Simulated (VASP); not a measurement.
# W (Fm-3m) in VASP: single point with LDA

Aim: the single point of W with LDA.

Program: VASP 6.6.1. These are calculated values, not measurements. Logs are shortened: lines on timing, memory, paths and dates and some standing lists are left out, and cuts for length are marked.

## (1) The cell of the first run

The structure is cubic, space group Fm-3m (No. 225). Conventional cell: a = 3.974 Å, b = 3.974 Å, c = 3.974 Å, α = 90.00°, β = 90.00°, γ = 90.00°. Within 3.7 Å of W (site symmetry m-3m) lie 12 W at 2.81 Å.

## (2) Single point, LDA

Input file INCAR:

```
SYSTEM = W
PREC = Accurate ; ENCUT = 520
EDIFF = 1E-6 ; ISMEAR = -1
SIGMA = 0.13605693000000002 ; LREAL = .False.
LASPH = .True. ; NELM = 80
ALGO = Normal ; ISIF = 2
LWAVE = .False. ; LCHARG = .False.
GGA = CA ; NBANDS = 13
```

Input file KPOINTS:

```
regular mesh
0
Gamma
  14 14 14
  0 0 0
```

Input file POSCAR:

```
W
1.0
    0.0000000000      1.9868723543      1.9868723543
    1.9868723543      0.0000000000      1.9868723543
    1.9868723543      1.9868723543      0.0000000000
W
1
Direct
    0.0000000000      0.0000000000      0.0000000000
```

Potentials or basis: VASP PAW LDA potentials, release 64 (W_sv).

Launch:

```bash
$ cat potpaw_LDA.64/W_sv/POTCAR > POTCAR
$ mpirun -np 1 vasp_std > vasp.out
```

OUTCAR:

```text
SYSTEM = W
   PREC = Accurate
   ENCUT = 520
   EDIFF = 1E-6
   ISMEAR = -1
   LREAL = .False.
   LASPH = .True.
   NELM = 80
   ISIF = 2
   GGA = CA

 ion  position               nearest neighbor table
   1  0.000  0.000  0.000-

  LATTYP: Found a face centered cubic cell.
 ALAT       =     3.9737447086

  Lattice vectors:

 A1 = (   0.0000000000,   1.9868723543,   1.9868723543)
 A2 = (   1.9868723543,   0.0000000000,   1.9868723543)
 A3 = (   1.9868723543,   1.9868723543,   0.0000000000)

Analysis of symmetry for initial positions (statically):
=====================================================================
 Subroutine PRICEL returns:
 Original cell was already a primitive cell.

 Routine SETGRP: Setting up the symmetry group for a
 face centered cubic supercell.

 Subroutine GETGRP returns: Found 48 space group operations
 (whereof 48 operations were pure point group operations)
 out of a pool of 48 trial point group operations.

The static configuration has the point symmetry O_h .

Analysis of symmetry for dynamics (positions and initial velocities):
=====================================================================
 Subroutine PRICEL returns:
 Original cell was already a primitive cell.

 Routine SETGRP: Setting up the symmetry group for a
 face centered cubic supercell.

 Subroutine GETGRP returns: Found 48 space group operations
 (whereof 48 operations were pure point group operations)
 out of a pool of 48 trial point group operations.

The dynamic configuration has the point symmetry O_h .

 Subroutine INISYM returns: Found 48 space group operations
 (whereof 48 operations are pure point group operations),
 and found     1 'primitive' translations

----------------------------------------------------------------------------------------

                                     Primitive cell

  volume of cell :      15.6870

  direct lattice vectors                    reciprocal lattice vectors
     0.000000000  1.986872354  1.986872354    -0.251651798  0.251651798  0.251651798
     1.986872354  0.000000000  1.986872354     0.251651798 -0.251651798  0.251651798
     1.986872354  1.986872354  0.000000000     0.251651798  0.251651798 -0.251651798

  length of vectors
     2.809861830  2.809861830  2.809861830     0.435873700  0.435873700  0.435873700

  position of ions in fractional coordinates (direct lattice)
     0.000000000  0.000000000  0.000000000

  ion indices of the primitive-cell ions
   primitive index   ion index
                 1           1

----------------------------------------------------------------------------------------

 KPOINTS: regular mesh

Automatic generation of k-mesh.
 Grid dimensions read from file:
 generate k-points for:   14   14   14

 Generating k-lattice:

  Cartesian coordinates                     Fractional coordinates (reciprocal lattice)
    -0.017975128  0.017975128  0.017975128     0.071428571  0.000000000  0.000000000
     0.017975128 -0.017975128  0.017975128     0.000000000  0.071428571  0.000000000
     0.017975128  0.017975128 -0.017975128     0.000000000  0.000000000  0.071428571

  Length of vectors
     0.031133836  0.031133836  0.031133836

  Shift w.r.t. Gamma in fractional coordinates (k-lattice)
     0.000000000  0.000000000  0.000000000

 Subroutine IBZKPT returns following result:
 ===========================================

 Found    104 irreducible k-points:

 Following reciprocal coordinates:
            Coordinates               Weight
  0.000000  0.000000  0.000000      1.000000
  0.071429  0.000000  0.000000      8.000000
  0.142857  0.000000  0.000000      8.000000
  0.214286  0.000000  0.000000      8.000000
  0.285714  0.000000  0.000000      8.000000
  0.357143  0.000000  0.000000      8.000000
[... 16 lines left out ...]
  0.214286  0.142857  0.000000     24.000000
  0.285714  0.142857  0.000000     24.000000
 [... further k-points ...]
   k-points           NKPTS =    104   k-points in BZ     NKDIM =    104   number of bands    NBANDS=     13
   number of dos      NEDOS =    301   number of ions     NIONS =      1
   total plane-waves  NPLWV =  13824
   dimension x,y,z NGX =    24 NGY =   24 NGZ =   24
   dimension x,y,z NGXF=    48 NGYF=   48 NGZF=   48
   ions per type =               1
   NGX,Y,Z   is equivalent  to a cutoff of  14.20, 14.20, 14.20 a.u.
   NGXF,Y,Z  is equivalent  to a cutoff of  28.40, 28.40, 28.40 a.u.
 SYSTEM =  W
   PREC   = accura    normal or accurate (medium, high low for compatibility)
   ISTART =      0    job   : 0-new  1-cont  2-samecut
   ICHARG =      2    charge: 1-file 2-atom 10-const
   ISPIN  =      1    spin polarized calculation?
   LNONCOLLINEAR =      F non collinear calculations
   LSORBIT =      F    spin-orbit coupling
   LASPH  =      T    aspherical Exc in radial PAW
   ENCUT  =  520.0 eV  38.22 Ry    6.18 a.u.   5.22  5.22  5.22*2*pi/ulx,y,z
   NELM   =     80;   NELMIN=  2; NELMDL= -5     # of ELM steps
   EDIFF  = 0.1E-05   stopping-criterion for ELM
   LREAL  =      F    real-space projection
   EDIFFG = 0.1E-04   stopping-criterion for IOM
   NSW    =      0    number of steps for IOM
   IBRION =     -1    ionic relax: 0-MD 1-quasi-New 2-CG
   NFREE  =      0    steps in history (QN), initial steepest desc. (CG)
   ISIF   =      2    stress and relaxation
   ISYM   =      2    0-nonsym 1-usesym 2-fastsym
   POTIM  = 0.5000    time-step for ionic-motion
   TEBEG  =    0.0;   TEEND  =   0.0 temperature during run
   PSTRESS=    0.0 pullay stress
   NELECT =      14.0000    total number of electrons
   NUPDOWN=      -1.0000    fix difference up-down
   EMIN   =  10.00;   EMAX   =-10.00  energy-range for DOS
   EFERMI =   0.00;   METHOD = LEGACY
   ISMEAR =    -1;   SIGMA  =   0.14  broadening in eV -4-tet -1-fermi 0-gaus
   EFERMI_NEDOS =   21; number of points for ismear=-14 and -15
   IALGO  =     38    algorithm
   IMIX   =      4    mixing-type and parameters
     AMIX     =   0.40;   BMIX     =  1.00
     AMIX_MAG =   1.60;   BMIX_MAG =  1.00
  volume/ion in A,a.u.               =      15.69       105.86
  Fermi-wavevector in a.u.,A,eV,Ry     =   1.576174  2.978537 33.801295  2.484325
  Thomas-Fermi vector in A             =   2.677047
   LORBIT       =      0    0 simple, 1 ext, 2 COOP (PROOUT), +10 PAW based schemes
   GGA     = CA    functional components
   LHFCALC =     F    Hartree Fock is set to
   AEXX    =    0.0000 exact exchange contribution
   IVDW    =     0    specifies the selected vdW correction
   LEPSILON=     F    determine dielectric tensor
   LRPA    =     F    only Hartree local field effects (RPA)
 non-spin polarized calculation
  energy-cutoff  :      520.00
  volume of cell :       15.69
 maximum number of plane-waves:       444
 NGX is ok and might be reduce to    24
   NGX = 11   NGY = 11   NGZ = 11

 number of electron      13.9999999 magnetization

 Free energy of the ion-electron system (eV)
  ---------------------------------------------------
  ext. energy  EPLUGINS =         0.00000000
  ---------------------------------------------------
  free energy    TOTEN  =       -13.64647097 eV

  energy without entropy =      -13.57766704  energy(sigma->0) =      -13.61206900

 E-fermi :  10.9926     XC(G=0): -13.8768

 val. band max:       10.9756025594   @ k =   0.2857   0.0714   0.0000
 cond. band min:      11.0064694746   @ k =  -0.2143   0.0714   0.0000
 fundamental gap:      0.0308669152
 Fermi energy:        10.9925865994

 k-point     1 :       0.0000    0.0000    0.0000
  band No.  band energies     occupation
      1     -62.1524      2.00000
      2     -25.9656      2.00000
      3     -25.9656      2.00000
      4     -25.9656      2.00000
      5       1.8598      2.00000
      6      10.3477      1.98267
      7      10.3477      1.98267
      8      10.3477      1.98267
      9      13.6447      0.00000
     10      13.6447      0.00000
     11      23.9168      0.00000
     12      29.2940      0.00000
     13      29.2940      0.00000

 k-point     2 :       0.0714    0.0000    0.0000
  band No.  band energies     occupation
      1     -62.1458      2.00000
      2     -26.0382      2.00000
      3     -25.9747      2.00000
      4     -25.9747      2.00000
      5       2.0972      2.00000
      6      10.1678      1.99535
      7      10.4579      1.96148
      8      10.4579      1.96148
      9      13.5419      0.00000
     10      13.5419      0.00000
     11      24.3900      0.00000
     12      28.3634      0.00000
     13      29.7399      0.00000

 k-point     3 :       0.1429    0.0000    0.0000
  band No.  band energies     occupation
      1     -62.1273      2.00000
      2     -26.2382      2.00000
      3     -26.0001      2.00000
      4     -26.0001      2.00000
      5       2.7614      2.00000
      6       9.7545      1.99978
      7      10.7106      1.77644
      8      10.7106      1.77644
      9      13.3653      0.00000
     10      13.3653      0.00000
     11      25.4612      0.00000
     12      26.9923      0.00000
     13      31.0055      0.00000
[... 305 lines left out ...]
 k-point    23 :       0.2143    0.1429    0.0000
  band No.  band energies     occupation
      1     -62.0989      2.00000
      2     -26.4125      2.00000
      3     -26.1067      2.00000
      4     -26.0957      2.00000
      5       3.7899      2.00000
      6       8.8166      2.00000
      7      11.1536      0.46891
      8      11.4652      0.06016
      9      12.1481      0.00041
     10      14.2879      0.00000
     11      27.1948      0.00000
     12      27.8197      0.00000
     13      30.6995      0.00000

 k-point    24 :       0.2857    0.1429    0.0000
  band No.  band energies     occupation
      1     -62.0728      2.00000
      2     -26.6598      2.00000
      3     -26.1523      2.00000
      4     -26.1386      2.00000
      5       4.7006      2.00000
      6       8.5448      2.00000
      7      10.5387      1.93128
      8      11.5836      0.02564
      9      13.0528      0.00000
     10      14.7732      0.00000
     11      25.9765      0.00000
     12      29.1329      0.00000
     13      31.4951      0.00000

 [... further k-points ...]

------------------------ aborting loop because EDIFF is reached ----------------------------------------

  FORCE on cell =-STRESS in cart. coord.  units (eV):
  Direction    XX          YY          ZZ          XY          YZ          ZX
  --------------------------------------------------------------------------------------
  -------------------------------------------------------------------------------------
  Total        0.2062135      0.2062135      0.2062135     -0.0000000     -0.0000000      0.0000000
  in kB       21.0614213     21.0614213     21.0614213     -0.0000000     -0.0000000      0.0000000
  external PRESSURE =      21.0614213 kB  Pullay stress =       0.0000000 kB

 VOLUME and BASIS-vectors are now :
 -----------------------------------------------------------------------------
  energy-cutoff  :      520.00
  volume of cell :       15.69
      direct lattice vectors                 reciprocal lattice vectors
     0.000000000  1.986872354  1.986872354    -0.251651798  0.251651798  0.251651798
     1.986872354  0.000000000  1.986872354     0.251651798 -0.251651798  0.251651798
     1.986872354  1.986872354  0.000000000     0.251651798  0.251651798 -0.251651798

 POSITION                                       TOTAL-FORCE (eV/Angst)
 -----------------------------------------------------------------------------------
      0.00000      0.00000      0.00000         0.000000      0.000000      0.000000
 -----------------------------------------------------------------------------------
    total drift:                               -0.000000      0.000000     -0.000000

  FREE ENERGIE OF THE ION-ELECTRON SYSTEM (eV)
  ---------------------------------------------------
  free  energy   TOTEN  =       -13.6464709680 eV

  energy  without entropy=      -13.5776670398  energy(sigma->0) =      -13.61206900
```

Run time: 13 s. Hardware: 1 thread of Intel Xeon 6975P-C, shared host; peak memory 0.14 GiB.

What came out:

| Quantity | Value |
| --- | --- |
| Free energy | -13.6465 eV |
| Pressure | 2.1 GPa |
| Band gap on the k mesh | zero (band 7 reaches 14.45 eV, above the bottom of band 8 at 10.35 eV) |

Caveat: spin-orbit coupling is left out, which moves the levels of the heavy elements.
